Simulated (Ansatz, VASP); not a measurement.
One calculation of PbF2, two programs

Contents of INCAR:

```
SYSTEM = PbF2
ALGO = Normal
EDIFF = 1E-7
ENCUT = 520
GGA = PE
GGA_COMPAT = .False.
ISIF = 2
ISMEAR = 0
LASPH = .True.
LCHARG = .False.
LNONCOLLINEAR = .True.
LORBIT = 11
LORBMOM = .True.
LREAL = .False.
LSORBIT = .True.
LWAVE = .False.
MAGMOM = 0 0 0 0 0 0 0 0 0 0 0 0 0 0 0 0 0 0
NBANDS = 72
NELM = 150
PREC = Accurate
SIGMA = 0.01
```

File KPOINTS:

```
k-points
0
Gamma
  1 1 1
  0 0 0
```

Contents of POSCAR:

```
PbF2
1.0
   11.6600000000      0.0000000000      0.0000000000
    0.0000000000     11.2500000000      0.0000000000
    0.0000000000      0.0000000000     12.6100000000
Pb F
2 4
Direct
    0.4998482000      0.4180417800      0.6429746200
    0.4998482000      0.4180417800      0.3568596400
    0.6137615800      0.4000000000      0.4999167300
    0.3859348200      0.4000000000      0.4999167300
    0.4998482000      0.6000675600      0.6362704200
    0.4998482000      0.6000675600      0.3635638400
```

Input for Ansatz:

```yaml
crystal:
  lattice:
    - [11.66, 0.0, 0.0]
    - [0.0, 11.25, 0.0]
    - [0.0, 0.0, 12.61]
  atoms:
    - { symbol: Pb, position: [0.4998482, 0.41804178, 0.64297462] }
    - { symbol: Pb, position: [0.4998482, 0.41804178, 0.35685964] }
    - { symbol: F, position: [0.61376158, 0.4, 0.49991673] }
    - { symbol: F, position: [0.38593482, 0.4, 0.49991673] }
    - { symbol: F, position: [0.4998482, 0.60006756, 0.63627042] }
    - { symbol: F, position: [0.4998482, 0.60006756, 0.36356384] }
basis:
  ecutwfc: 420
  ecutrho_ratio: 4
kpoints:
  mp_grid: { grid: [1, 1, 1] }
hamiltonian:
  xc: pbe
scf:
  occupations: { method: gaussian, width: 0.01 }
output:
  forces: true
  eigenvalues: true
  populations: true
  write_density: true
  write_potential: true
  elf: true
  volumetric_format: npy
magnetization:
  noncollinear: true
  spin_orbit: true
```

Alike in both runs: task single point; functional PBE; k mesh 1 × 1 × 1; occupations gaussian, width 0.01 eV; non-collinear spin, spin-orbit coupling.

|  | VASP | Ansatz |
| --- | --- | --- |
| version | VASP 6.6.1 | Ansatz 0.2.0 |
| potentials or method | VASP PAW PBE potentials, release 64 (Pb_d, F), cutoff 520 eV | plane waves, PAW |
| valence electrons in the cell | 56 | 56 |

|  | VASP | Ansatz | Ansatz less VASP |
| --- | --- | --- | --- |
| rms of the force components (eV/Å) | 0.192 | 0.143 | -0.0486 |

Atom by atom the forces differ by 0.059 eV/Å (rms over components). With one functional, cell and mesh, what is left measures potentials, basis and numerics. Ansatz's warnings: structure snapped to symmetry, xc potential rough in thin density.
